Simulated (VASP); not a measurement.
# SiO2 (R-3m) in VASP: notebook, part 2 of 2

VASP 6.6.1. The steps go on from the part before.

**6. Relaxation of cell and atoms, PBE+D3(BJ)**

This run uses another cell than the first one, of 10.15 Å³/atom.

File INCAR:

```
PREC = Accurate ; ENCUT = 600
EDIFF = 1E-6 ; ISMEAR = 0
SIGMA = 0.02 ; LREAL = F
LASPH = T ; NELM = 100
ALGO = Normal ; ISIF = 3
LWAVE = F ; LCHARG = F
GGA = PE ; IVDW = 12
IBRION = 2 ; NSW = 100
EDIFFG = -0.01
```

File KPOINTS:

```
Automatic mesh
0
Gamma
  12 12 12
```

File POSCAR:

```
SiO2
1.0
    1.3428855362      0.7753153258      4.8759929341
   -1.3428855362      0.7753153258      4.8759929341
    0.0000000000     -1.5506306516      4.8759929341
Si O
1 2
Direct
    0.5000000000      0.5000000000      0.5000000000
    0.8959627055      0.8959627055      0.8959627055
    0.1040372945      0.1040372945      0.1040372945
```

Potentials or basis: VASP PAW PBE potentials, release 64 (Si, O).

The run is started by

```bash
cat potpaw_PBE.64/Si/POTCAR potpaw_PBE.64/O/POTCAR > POTCAR
mpirun -np 1 vasp_std > vasp.out
```

OUTCAR:

```text
PREC = Accurate
   ENCUT = 600
   EDIFF = 1E-6
   ISMEAR = 0
   LREAL = F
   LASPH = T
   NELM = 100
   ISIF = 3
   GGA = PE
   IVDW = 12
   IBRION = 2
   NSW = 100
   EDIFFG = -0.01
 IVDW          = 12

 ion  position               nearest neighbor table
   1  0.500  0.500  0.500-   3 1.80   2 1.80   3 1.80   3 1.80   2 1.80   2 1.80
   2  0.896  0.896  0.896-   1 1.80   1 1.80   1 1.80
   3  0.104  0.104  0.104-   1 1.80   1 1.80   1 1.80

  LATTYP: Found a trigonal (rhomboedric) cell.
 ALAT       =     5.1166163146
 COS(alpha) =     0.8622339250

  Lattice vectors:

 A1 = (   1.3428855362,   0.7753153258,   4.8759929341)
 A2 = (  -1.3428855362,   0.7753153258,   4.8759929341)
 A3 = (   0.0000000000,  -1.5506306516,   4.8759929341)

Analysis of symmetry for initial positions (statically):
=====================================================================
 Subroutine PRICEL returns:
 Original cell was already a primitive cell.

 Routine SETGRP: Setting up the symmetry group for a
 trigonal (rhombohedral) supercell.

 Subroutine GETGRP returns: Found 12 space group operations
 (whereof 12 operations were pure point group operations)
 out of a pool of 12 trial point group operations.

The static configuration has the point symmetry D_3d.

Analysis of symmetry for dynamics (positions and initial velocities):
=====================================================================
 Subroutine PRICEL returns:
 Original cell was already a primitive cell.

 Routine SETGRP: Setting up the symmetry group for a
 trigonal (rhombohedral) supercell.

 Subroutine GETGRP returns: Found 12 space group operations
 (whereof 12 operations were pure point group operations)
 out of a pool of 12 trial point group operations.

The dynamic configuration has the point symmetry D_3d.

 Subroutine INISYM returns: Found 12 space group operations
 (whereof 12 operations are pure point group operations),
 and found     1 'primitive' translations

----------------------------------------------------------------------------------------

[... 109 lines left out ...]
   ISMEAR =     0;   SIGMA  =   0.02  broadening in eV -4-tet -1-fermi 0-gaus
   EFERMI_NEDOS =   21; number of points for ismear=-14 and -15
   IALGO  =     38    algorithm
   IMIX   =      4    mixing-type and parameters
     AMIX     =   0.40;   BMIX     =  1.00
     AMIX_MAG =   1.60;   BMIX_MAG =  1.00
  volume/ion in A,a.u.               =      10.15        68.52
  Fermi-wavevector in a.u.,A,eV,Ry     =   1.320903  2.496145 23.739238  1.744785
  Thomas-Fermi vector in A             =   2.450696
   LORBIT       =      0    0 simple, 1 ext, 2 COOP (PROOUT), +10 PAW based schemes
   GGA     = PE    functional components
   LHFCALC =     F    Hartree Fock is set to
   AEXX    =    0.0000 exact exchange contribution
   IVDW    =    12    specifies the selected vdW correction
   LEPSILON=     F    determine dielectric tensor
   LRPA    =     F    only Hartree local field effects (RPA)
 conjugate gradient relaxation of ions
 non-spin polarized calculation
 Gauss-broadening in eV      SIGMA  =   0.02
  energy-cutoff  :      600.00
  volume of cell :       30.46
 maximum number of plane-waves:      1049
 NGX is ok and might be reduce to    42
   NGX = 21   NGY = 21   NGZ = 21

--------------------------------------- Ionic step        1  -------------------------------------------

 number of electron      16.0000000 magnetization

 Free energy of the ion-electron system (eV)
  ---------------------------------------------------
  ext. energy  EPLUGINS =         0.00000000
  ---------------------------------------------------
  free energy    TOTEN  =       -22.73886574 eV

  energy without entropy =      -22.73886574  energy(sigma->0) =      -22.73886574

------------------------ aborting loop because EDIFF is reached ----------------------------------------

 Edisp (eV)   -0.52643

 E8    (eV) :    -0.1762
[... 278 lines left out ...]
--------------------------------------- Ionic step        8  -------------------------------------------

 number of electron      16.0000000 magnetization

 Free energy of the ion-electron system (eV)
  ---------------------------------------------------
  ext. energy  EPLUGINS =         0.00000000
  ---------------------------------------------------
  free energy    TOTEN  =       -22.73640624 eV

  energy without entropy =      -22.73640624  energy(sigma->0) =      -22.73640624

 E-fermi :   3.6491     XC(G=0): -10.3398

 val. band max:        3.4887477278   @ k =  -0.1667   0.0833   0.0000
 cond. band min:       9.6050986309   @ k =   0.0000   0.0000   0.0000
 fundamental gap:      6.1163509031
 Fermi energy:         3.6490586273

 k-point     1 :       0.0000    0.0000    0.0000
  band No.  band energies     occupation
      1     -17.9737      2.00000
      2     -14.1194      2.00000
      3      -1.7183      2.00000
      4       1.2053      2.00000
      5       1.2053      2.00000
      6       2.2574      2.00000
      7       2.2574      2.00000
      8       3.1021      2.00000
      9       9.6051      0.00000
     10      11.7795      0.00000
     11      16.2350      0.00000
     12      16.6720      0.00000
[... 331 lines left out ...]
 k-point    24 :      -0.4167    0.1667    0.0000
  band No.  band energies     occupation
      1     -14.9167      2.00000
      2     -14.0324      2.00000
      3      -4.6938      2.00000
      4      -2.7006      2.00000
      5      -1.7118      2.00000
      6       0.3644      2.00000
      7       1.9368      2.00000
      8       2.8518      2.00000
      9      12.5924      0.00000
     10      14.8153      0.00000
     11      15.9690      0.00000
     12      17.8614      0.00000

 [... further k-points ...]

------------------------ aborting loop because EDIFF is reached ----------------------------------------

 Edisp (eV)   -0.52906

 E8    (eV) :    -0.1771
[... 26 lines left out ...]
  FREE ENERGIE OF THE ION-ELECTRON SYSTEM (eV)
  ---------------------------------------------------
  free  energy   TOTEN  =       -23.2654620179 eV

  energy  without entropy=      -23.2654620179  energy(sigma->0) =      -23.26546202

 reached required accuracy - stopping structural energy minimisation
```

CONTCAR:

```text
SiO2
   1.00000000000000
     1.3440687810454017    0.7759984725299677    4.8437571446875252
    -1.3440687810454017    0.7759984725299677    4.8437571446875252
    -0.0000000000000000   -1.5519969450599354    4.8437571446875252
  Si              O
     1     2
Direct
     0.5000000000000000    0.5000000000000000    0.5000000000000000
     0.8963209304829142    0.8963209304829142    0.8963209304829142
     0.1036790695170857    0.1036790695170857    0.1036790695170857

  0.00000000E+00  0.00000000E+00  0.00000000E+00
  0.00000000E+00  0.00000000E+00  0.00000000E+00
  0.00000000E+00  0.00000000E+00  0.00000000E+00
```

It took 11 min on 1 thread of Intel Xeon Platinum 8488C (Sapphire Rapids), shared host; peak memory 0.31 GiB.

What came out:

* Free energy: -23.2655 eV
* Relaxed volume: 10.10 Å³/atom
* Relaxed cell: a = 5.086 Å, b = 5.086 Å, c = 5.086 Å, α = 30.64°, β = 30.64°, γ = 30.64°
* Space group after relaxing (to 0.1 Å): R-3m (No. 166)
* Energy gained by relaxing: 0.1 meV/atom
* Ionic steps: 8
* Pressure after relaxing: 0.0 GPa
* Largest force after relaxing: 0.007 eV/Å
* Band gap on the k mesh: 6.12 eV (least direct gap 6.50 eV)
* Dispersion energy per atom: -0.176 eV

Forces in eV/Å, atoms in the order of the input:
```
Si   0.000  0.000  0.000
O    0.000  0.000  0.007
O    0.000  0.000 -0.007
```

Stress tensor (GPa, compression positive):
```
-0.06  0.00  0.00
 0.00 -0.06  0.00
 0.00  0.00  0.11
```

The path:
| step | energy change (eV) | largest force (eV/Å) | pressure (GPa) | volume (Å³) |
| --- | --- | --- | --- | --- |
| 1 | 0.0000 | 0.0115 | 0.26 | 30.46 |
| 2 | 0.0000 | 0.0214 | -0.44 | 30.53 |
| 3 | -0.0001 | 0.0055 | -0.12 | 30.50 |
| 4 | -0.0001 | 0.0150 | -0.05 | 30.48 |
| 5 | -0.0001 | 0.0179 | -0.05 | 30.48 |
| 6 | -0.0001 | 0.0158 | -0.03 | 30.46 |
| 7 | -0.0002 | 0.0129 | -0.03 | 30.41 |
| 8 | -0.0002 | 0.0067 | 0.00 | 30.31 |

Final structure:
```
Si O
1.0
     1.34407    0.77600    4.84376
    -1.34407    0.77600    4.84376
     0.00000   -1.55200    4.84376
Si O
1 2
Direct
  0.50000 0.50000 0.50000
  0.89632 0.89632 0.89632
  0.10368 0.10368 0.10368
```

A k mesh can miss the band edges.

**7. The runs side by side**

```csv
task,cell,k mesh,cutoff (eV),smearing,gap on the mesh (eV),pressure (GPa),relaxed volume (Å³/atom),largest force (eV/Å)
single point,"a = 4.634 Å, angles 32.7°, 3 atoms, atomic positions A",6 × 6 × 6,520,gaussian 0.1 eV,7.04,26.7,-,1.25
single point,"a = 5.117 Å, angles 30.4°, 3 atoms, atomic positions B",6 × 6 × 6,520,gaussian 0.1 eV,6.19,0.5,-,0.01
relaxation of cell and atoms,"relaxed from a = 4.634 Å, angles 32.7°, 3 atoms, atomic positions A",6 × 6 × 6,600,gaussian 0.1 eV,6.10,-0.2,10.08,0.01
single point,"a = 5.140 Å, angles 30.3°, 3 atoms, atomic positions B",12 × 12 × 12,520,gaussian 0.02 eV,6.18,0.5,-,0.02
relaxation of cell and atoms,"relaxed from a = 5.117 Å, angles 30.4°, 3 atoms, atomic positions B",12 × 12 × 12,600,gaussian 0.02 eV,6.12,0.0,10.10,0.01
```

Alike in all rows: level PBE+D3(BJ); potentials or basis VASP PAW PBE potentials, release 64 (Si, O); no spin polarisation.

Caveats: some runs use coarse meshes; forces of over 1 eV/Å act on the atoms, so gaps and moduli don't describe the material at rest (at least some runs); the volume moved by over 15 % at a fixed basis, so the end points are rough (at least some runs).

Absolute energies hang on the potentials; compare differences alone.
